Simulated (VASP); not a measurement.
Input of a VASP 6.6.1 run:

File INCAR:

```
SYSTEM = NbBiF
ALGO = Fast
EDIFF = 1E-6
ENCUT = 520
GGA = PE
ISIF = 2
ISMEAR = 0
LASPH = .True.
LCHARG = .False.
LREAL = .False.
LWAVE = .False.
NBANDS = 24
NELM = 100
PREC = Accurate
SIGMA = 0.1
```

KPOINTS

```
k-points
0
Gamma
  12 12 12
  0 0 0
```

The input POSCAR:

```
NbBiF
1.0
    3.9392950690      0.0000000000      0.0000000000
    0.0000000000      3.9392950690      0.0000000000
    0.0000000000      0.0000000000      4.0199838896
Nb Bi F
1 1 1
Direct
    0.0000000000      0.0000000000      0.0000000000
    0.5000000000      0.5000000000      0.5000000000
    0.0000000000      0.0000000000      0.5000000000
```

Potentials or basis: VASP PAW PBE potentials, release 64 (Nb_sv, Bi_d, F).

Run with:

```sh
$ cat potpaw_PBE.64/Nb_sv/POTCAR potpaw_PBE.64/Bi_d/POTCAR potpaw_PBE.64/F/POTCAR > POTCAR
$ mpirun -np 1 vasp_std > vasp.out
```

(1) What does it give for the band gap on the k mesh?

(2) Predict the pressure.

Answers

(1) zero (an odd number of electrons rules out a gap without spin polarisation).

(2) -0.2 GPa.

Caveat: spin-orbit coupling is left out, which moves the levels of the heavy elements; an odd number of electrons without spin polarisation forces a metal; a magnetic or distorted state may lie lower.
